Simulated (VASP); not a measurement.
# Bi (Pm-3n) in VASP: single point with r2SCAN

Aim: the single point of Bi with r2SCAN.

Everything below comes from runs of VASP 6.6.1. Logs are shortened: lines on timing, memory, paths and dates and some standing lists are left out, and cuts for length are marked.

### 1 The cell of the first run

The structure is cubic, space group Pm-3n (No. 223). The conventional cell has a = 6.355 Å, b = 6.355 Å, c = 6.355 Å, α = 90.00°, β = 90.00°, γ = 90.00°. Within 4.7 Å of Bi (site symmetry m-3) lie 12 Bi at 3.55 Å. Bi (site symmetry -4m2) has 14 Bi at 3.18 to 3.89 Å within 4.2 Å.

### 2 Single point, r2SCAN

POSCAR reads:

```
Bi
1.0
    6.3552905132      0.0000000000      0.0000000000
    0.0000000000      6.3552905132      0.0000000000
    0.0000000000      0.0000000000      6.3552905132
Bi
8
Direct
    0.0000000000      1.0000000000      0.0000000000
    0.5000000000      0.5000000000      0.5000000000
    0.2500000000      1.0000000000      0.5000000000
    0.7500000000      1.0000000000      0.5000000000
    0.5000000000      0.2500000000      0.0000000000
    0.5000000000      0.7500000000      1.0000000000
    1.0000000000      0.5000000000      0.2500000000
    1.0000000000      0.5000000000      0.7500000000
```

INCAR.step1 reads:

```
PREC     = Accurate       # precision mode
ENCUT    = 520            # plane-wave cutoff, eV
ISMEAR   = -1             # smearing method
SIGMA    = 0.1            # smearing width, eV
LREAL    = F              # projectors in reciprocal space
LASPH    = T              # aspherical terms in the spheres
NELM     = 60             # most SCF steps
NBANDS   = 70             # bands
GGA      = PE             # functional
ALGO     = Normal         # electronic algorithm
EDIFF    = 1E-4           # SCF threshold, eV
LWAVE    = T              # write WAVECAR
LCHARG   = F              # write CHGCAR
```

INCAR.step2 reads:

```
PREC     = Accurate       # precision mode
ENCUT    = 520            # plane-wave cutoff, eV
EDIFF    = 1E-6           # SCF threshold, eV
ISMEAR   = -1             # smearing method
SIGMA    = 0.1            # smearing width, eV
LREAL    = F              # projectors in reciprocal space
LASPH    = T              # aspherical terms in the spheres
NELM     = 60             # most SCF steps
ALGO     = Normal         # electronic algorithm
ISIF     = 2              # what is computed and relaxed
LWAVE    = F              # write WAVECAR
LCHARG   = F              # write CHGCAR
METAGGA  = R2SCAN         # meta-GGA
LMIXTAU  = T            
NBANDS   = 70             # bands
ISTART   = 1
```

KPOINTS reads:

```
regular mesh
0
Gamma
  6 6 6
```

Potentials or basis: VASP PAW PBE potentials, release 64 (Bi_d).

Launch:

```console
$ cat potpaw_PBE.64/Bi_d/POTCAR > POTCAR
$ cp INCAR.step1 INCAR
$ mpirun -np 1 vasp_std > vasp.out
$ cp INCAR.step2 INCAR
$ mpirun -np 1 vasp_std > vasp.out
```

OUTCAR:

```text
PREC = Accurate
   ENCUT = 520
   EDIFF = 1E-6
   ISMEAR = -1
   LREAL = F
   LASPH = T
   NELM = 60
   ISIF = 2
   METAGGA = R2SCAN
   ISTART = 1

 ion  position               nearest neighbor table
   1  0.000  0.000  0.000-   3 3.55   4 3.55   5 3.55   6 3.55   7 3.55   8 3.55   3 3.55   4 3.55
                             7 3.55   8 3.55   5 3.55   6 3.55
   2  0.500  0.500  0.500-   3 3.55   4 3.55   5 3.55   6 3.55   7 3.55   8 3.55   5 3.55   6 3.55
                             3 3.55   4 3.55   7 3.55   8 3.55
   3  0.250  0.000  0.500-   4 3.18   4 3.18   1 3.55   1 3.55   2 3.55   2 3.55   8 3.89   5 3.89
                             5 3.89   6 3.89   6 3.89   7 3.89   8 3.89   7 3.89
   4  0.750  0.000  0.500-   3 3.18   3 3.18   1 3.55   1 3.55   2 3.55   2 3.55   8 3.89   5 3.89
                             5 3.89   6 3.89   6 3.89   7 3.89   8 3.89   7 3.89
   5  0.500  0.250  0.000-   6 3.18   6 3.18   1 3.55   2 3.55   2 3.55   1 3.55   8 3.89   4 3.89
                             3 3.89   4 3.89   3 3.89   7 3.89   7 3.89   8 3.89
   6  0.500  0.750  0.000-   5 3.18   5 3.18   1 3.55   2 3.55   2 3.55   1 3.55   8 3.89   4 3.89
                             3 3.89   4 3.89   3 3.89   7 3.89   7 3.89   8 3.89
   7  0.000  0.500  0.250-   8 3.18   8 3.18   1 3.55   2 3.55   1 3.55   2 3.55   3 3.89   4 3.89
                             5 3.89   3 3.89   4 3.89   6 3.89   5 3.89   6 3.89
   8  0.000  0.500  0.750-   7 3.18   7 3.18   1 3.55   2 3.55   1 3.55   2 3.55   3 3.89   4 3.89
                             5 3.89   3 3.89   4 3.89   6 3.89   5 3.89   6 3.89

  LATTYP: Found a simple cubic cell.
 ALAT       =     6.3552905132

  Lattice vectors:

 A1 = (   6.3552905132,   0.0000000000,   0.0000000000)
 A2 = (   0.0000000000,   6.3552905132,   0.0000000000)
 A3 = (   0.0000000000,   0.0000000000,   6.3552905132)

Analysis of symmetry for initial positions (statically):
=====================================================================
 Subroutine PRICEL returns:
 Original cell was already a primitive cell.

 Routine SETGRP: Setting up the symmetry group for a
 simple cubic supercell.

 Subroutine GETGRP returns: Found 48 space group operations
 (whereof 24 operations were pure point group operations)
 out of a pool of 48 trial point group operations.

The static configuration has the point symmetry T_h .
 The point group associated with its full space group is O_h .

Analysis of symmetry for dynamics (positions and initial velocities):
=====================================================================
 Subroutine PRICEL returns:
 Original cell was already a primitive cell.

 Routine SETGRP: Setting up the symmetry group for a
 simple cubic supercell.

 Subroutine GETGRP returns: Found 48 space group operations
 (whereof 24 operations were pure point group operations)
 out of a pool of 48 trial point group operations.

The dynamic configuration has the point symmetry T_h .
 The point group associated with its full space group is O_h .

 Subroutine INISYM returns: Found 48 space group operations
 (whereof 24 operations are pure point group operations),
 and found     1 'primitive' translations

----------------------------------------------------------------------------------------

                                     Primitive cell

  volume of cell :     256.6884

  direct lattice vectors                    reciprocal lattice vectors
     6.355290513  0.000000000  0.000000000     0.157349219  0.000000000  0.000000000
     0.000000000  6.355290513  0.000000000     0.000000000  0.157349219  0.000000000
     0.000000000  0.000000000  6.355290513     0.000000000  0.000000000  0.157349219

  length of vectors
     6.355290513  6.355290513  6.355290513     0.157349219  0.157349219  0.157349219

  position of ions in fractional coordinates (direct lattice)
     0.000000000  0.000000000  0.000000000
     0.500000000  0.500000000  0.500000000
     0.250000000  0.000000000  0.500000000
     0.750000000  0.000000000  0.500000000
     0.500000000  0.250000000  0.000000000
     0.500000000  0.750000000  0.000000000
     0.000000000  0.500000000  0.250000000
     0.000000000  0.500000000  0.750000000

  ion indices of the primitive-cell ions
   primitive index   ion index
                 1           1
                 2           2
                 3           3
                 4           4
                 5           5
                 6           6
                 7           7
                 8           8

----------------------------------------------------------------------------------------

 KPOINTS: regular mesh

Automatic generation of k-mesh.
 Grid dimensions read from file:
 generate k-points for:    6    6    6

 Generating k-lattice:

  Cartesian coordinates                     Fractional coordinates (reciprocal lattice)
     0.026224870  0.000000000  0.000000000     0.166666667  0.000000000  0.000000000
     0.000000000  0.026224870  0.000000000     0.000000000  0.166666667  0.000000000
     0.000000000  0.000000000  0.026224870     0.000000000  0.000000000  0.166666667

  Length of vectors
     0.026224870  0.026224870  0.026224870

  Shift w.r.t. Gamma in fractional coordinates (k-lattice)
     0.000000000  0.000000000  0.000000000

 Subroutine IBZKPT returns following result:
 ===========================================

 Found     20 irreducible k-points:

 Following reciprocal coordinates:
            Coordinates               Weight
  0.000000  0.000000  0.000000      1.000000
  0.166667  0.000000  0.000000      6.000000
  0.333333  0.000000  0.000000      6.000000
  0.500000  0.000000  0.000000      3.000000
  0.166667  0.166667  0.000000     12.000000
  0.333333  0.166667  0.000000     24.000000
[... 12 lines left out ...]
  0.500000  0.500000  0.333333      6.000000
  0.500000  0.500000  0.500000      1.000000
   k-points           NKPTS =     20   k-points in BZ     NKDIM =     20   number of bands    NBANDS=     70
   number of dos      NEDOS =    301   number of ions     NIONS =      8
   total plane-waves  NPLWV = 110592
   dimension x,y,z NGX =    48 NGY =   48 NGZ =   48
   dimension x,y,z NGXF=    96 NGYF=   96 NGZF=   96
   ions per type =               8
   NGX,Y,Z   is equivalent  to a cutoff of  12.56, 12.56, 12.56 a.u.
   NGXF,Y,Z  is equivalent  to a cutoff of  25.11, 25.11, 25.11 a.u.
 SYSTEM =  unknown system
   PREC   = accura    normal or accurate (medium, high low for compatibility)
   ISTART =      1    job   : 0-new  1-cont  2-samecut
   ICHARG =      0    charge: 1-file 2-atom 10-const
   ISPIN  =      1    spin polarized calculation?
   LNONCOLLINEAR =      F non collinear calculations
   LSORBIT =      F    spin-orbit coupling
   LASPH  =      T    aspherical Exc in radial PAW
   ENCUT  =  520.0 eV  38.22 Ry    6.18 a.u.  11.82 11.82 11.82*2*pi/ulx,y,z
   NELM   =     60;   NELMIN=  2; NELMDL=  0     # of ELM steps
   EDIFF  = 0.1E-05   stopping-criterion for ELM
   LREAL  =      F    real-space projection
[... 7 lines left out ...]
   TEBEG  =    0.0;   TEEND  =   0.0 temperature during run
   PSTRESS=    0.0 pullay stress
   NELECT =     120.0000    total number of electrons
   NUPDOWN=      -1.0000    fix difference up-down
   EMIN   =  10.00;   EMAX   =-10.00  energy-range for DOS
   EFERMI =   0.00;   METHOD = LEGACY
   ISMEAR =    -1;   SIGMA  =   0.10  broadening in eV -4-tet -1-fermi 0-gaus
   EFERMI_NEDOS =   21; number of points for ismear=-14 and -15
   IALGO  =     38    algorithm
   IMIX   =      4    mixing-type and parameters
     AMIX     =   0.40;   BMIX     =  1.00
     AMIX_MAG =   1.60;   BMIX_MAG =  1.00
  volume/ion in A,a.u.               =      32.09       216.53
  Fermi-wavevector in a.u.,A,eV,Ry     =   1.270574  2.401036 21.964665  1.614357
  Thomas-Fermi vector in A             =   2.403554
   LORBIT       =      0    0 simple, 1 ext, 2 COOP (PROOUT), +10 PAW based schemes
   METAGGA = R2SCAN    functional components
   LHFCALC =     F    Hartree Fock is set to
   AEXX    =    0.0000 exact exchange contribution
   IVDW    =     0    specifies the selected vdW correction
   LEPSILON=     F    determine dielectric tensor
   LRPA    =     F    only Hartree local field effects (RPA)
 non-spin polarized calculation
  energy-cutoff  :      520.00
  volume of cell :      256.69
 maximum number of plane-waves:      6968
 NGX is ok and might be reduce to    48
   NGX = 23   NGY = 23   NGZ = 23

 number of electron     120.0000093 magnetization

 Free energy of the ion-electron system (eV)
  ---------------------------------------------------
  ext. energy  EPLUGINS =         0.00000000
  ---------------------------------------------------
  free energy    TOTEN  =      -465.04402609 eV

  energy without entropy =     -464.83042099  energy(sigma->0) =     -464.93722354

 E-fermi :   7.5617     XC(G=0): -10.9085

 val. band max:        7.5450655966   @ k =   0.5000   0.1667   0.0000
 cond. band min:       7.5869432142   @ k =   0.5000   0.1667   0.0000
 fundamental gap:      0.0418776176
 Fermi energy:         7.5616943022

 k-point     1 :       0.0000    0.0000    0.0000
  band No.  band energies     occupation
      1     -16.3902      2.00000
      2     -16.3853      2.00000
      3     -16.3853      2.00000
      4     -16.3051      2.00000
      5     -16.3051      2.00000
      6     -16.2745      2.00000
[... 62 lines left out ...]
     69      10.5413      0.00000
     70      13.3376      0.00000

 k-point     2 :       0.1667    0.0000    0.0000
  band No.  band energies     occupation
      1     -16.3882      2.00000
      2     -16.3851      2.00000
      3     -16.3618      2.00000
      4     -16.3045      2.00000
      5     -16.3029      2.00000
      6     -16.2900      2.00000
[... 1306 lines left out ...]
 k-point    20 :       0.5000    0.5000    0.5000
  band No.  band energies     occupation
      1     -16.3049      2.00000
      2     -16.3049      2.00000
      3     -16.3049      2.00000
      4     -16.3049      2.00000
      5     -16.2941      2.00000
      6     -16.2941      2.00000
[... 62 lines left out ...]
     69       8.4205      0.00037
     70       8.4205      0.00037

------------------------ aborting loop because EDIFF is reached ----------------------------------------

  FORCE on cell =-STRESS in cart. coord.  units (eV):
  Direction    XX          YY          ZZ          XY          YZ          ZX
  --------------------------------------------------------------------------------------
  -------------------------------------------------------------------------------------
  Total       -0.1871128     -0.1871128     -0.1871128     -0.0000000      0.0000000     -0.0000000
  in kB       -1.1679059     -1.1679059     -1.1679059     -0.0000000      0.0000000     -0.0000000
  external PRESSURE =      -1.1679059 kB  Pullay stress =       0.0000000 kB

 VOLUME and BASIS-vectors are now :
 -----------------------------------------------------------------------------
  energy-cutoff  :      520.00
  volume of cell :      256.69
      direct lattice vectors                 reciprocal lattice vectors
     6.355290513  0.000000000  0.000000000     0.157349219  0.000000000  0.000000000
     0.000000000  6.355290513  0.000000000     0.000000000  0.157349219  0.000000000
     0.000000000  0.000000000  6.355290513     0.000000000  0.000000000  0.157349219

 POSITION                                       TOTAL-FORCE (eV/Angst)
 -----------------------------------------------------------------------------------
      0.00000      0.00000      0.00000         0.000000     -0.000000     -0.000000
      3.17765      3.17765      3.17765         0.000000     -0.000000     -0.000000
      1.58882      0.00000      3.17765        -0.000000      0.000000     -0.000000
      4.76647      0.00000      3.17765         0.000000     -0.000000      0.000000
      3.17765      1.58882      0.00000         0.000000      0.000000      0.000000
      3.17765      4.76647      0.00000        -0.000000     -0.000000     -0.000000
      0.00000      3.17765      1.58882         0.000000      0.000000      0.000000
      0.00000      3.17765      4.76647         0.000000     -0.000000     -0.000000
 -----------------------------------------------------------------------------------
    total drift:                                0.000000     -0.000000      0.000000

  FREE ENERGIE OF THE ION-ELECTRON SYSTEM (eV)
  ---------------------------------------------------
  free  energy   TOTEN  =      -465.0440260883 eV

  energy  without entropy=     -464.8304209891  energy(sigma->0) =     -464.93722354
```

Run time: 8.9 min. Hardware: 1 thread of Intel Xeon 6975P-C (Granite Rapids), shared host; peak memory 0.5 GiB.

Results:

```yaml
Free_energy: -465.0440 eV
Pressure: -0.1 GPa
Band_gap_on_the_k_mesh: zero (bands 60 and 61 overlap by 0.50 eV)
```

Caveat: the PAW data sets were made with another functional, which shifts forces and pressure a little; spin-orbit coupling is left out, which moves the levels of the heavy elements.

The gap in the log of VASP goes by the Fermi energy; the results here count the filled bands.